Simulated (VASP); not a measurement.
Wanted: the native input for a VASP 6.6.1 run.

```
Task                   : single point
Functional             : r2SCAN
Potentials or basis    : VASP PAW PBE potentials, release 64 (Ta_pv, Sn_d)
Cutoff                 : 520 eV
k mesh                 : 6 × 6 × 4
Occupations            : gaussian, width 0.1 eV
Spin                   : no spin polarisation
Dipole correction      : no
Further INCAR settings : ALGO = Normal; EDIFF = 1e-07; NBANDS = 20
```

TaSn:

```
CELL_PARAMETERS angstrom
3.19892 0.00000 0.00000
0.00000 3.19892 0.00000
0.00000 0.00000 3.83405
ATOMIC_POSITIONS crystal
Ta 0.50000 0.50000 0.50000
Sn 0.00000 0.00000 0.00000
```

These files were run (other wordings do the same):

POSCAR

```
TaSn
1.0
    3.1989219092      0.0000000000      0.0000000000
    0.0000000000      3.1989219092      0.0000000000
    0.0000000000      0.0000000000      3.8340508797
Ta Sn
1 1
Direct
    0.5000000000      0.5000000000      0.5000000000
    0.0000000000      0.0000000000      0.0000000000
```

INCAR.step1

```
ALGO = Normal
EDIFF = 1E-4
ENCUT = 520
GGA = PE
ISMEAR = 0
LASPH = True
LCHARG = False
LREAL = False
LWAVE = True
NBANDS = 20
NELM = 60
PREC = Accurate
SIGMA = 0.1
```

INCAR.step2

```
ALGO = Normal
EDIFF = 1E-7
ENCUT = 520
ISIF = 2
ISMEAR = 0
ISTART = 1
LASPH = True
LCHARG = False
LMIXTAU = True
LREAL = False
LWAVE = False
METAGGA = R2SCAN
NBANDS = 20
NELM = 60
PREC = Accurate
SIGMA = 0.1
```

KPOINTS

```
k-points
0
Gamma
  6 6 4
```

Potentials or basis: VASP PAW PBE potentials, release 64 (Ta_pv, Sn_d).

Command:

```sh
$ cat potpaw_PBE.64/Ta_pv/POTCAR potpaw_PBE.64/Sn_d/POTCAR > POTCAR
$ cp INCAR.step1 INCAR
$ mpirun -np 1 vasp_std > vasp.out
$ cp INCAR.step2 INCAR
$ mpirun -np 1 vasp_std > vasp.out
```

It gave:

```yaml
Pressure: 0.2 GPa
Band_gap_on_the_k_mesh: zero (an odd number of electrons rules out a gap without spin polarisation)
```

Caveat: the k points lie up to 0.41 Å⁻¹ apart, too coarse for converged energies and pressures of a metal; the PAW data sets were made with another functional, which shifts forces and pressure a little; spin-orbit coupling is left out, which moves the levels of the heavy elements.

Wall time 43 s on 1 thread of AMD EPYC 9R45 96-Core Processor (Zen 5), with other jobs on the host, peak memory 0.14 GiB.
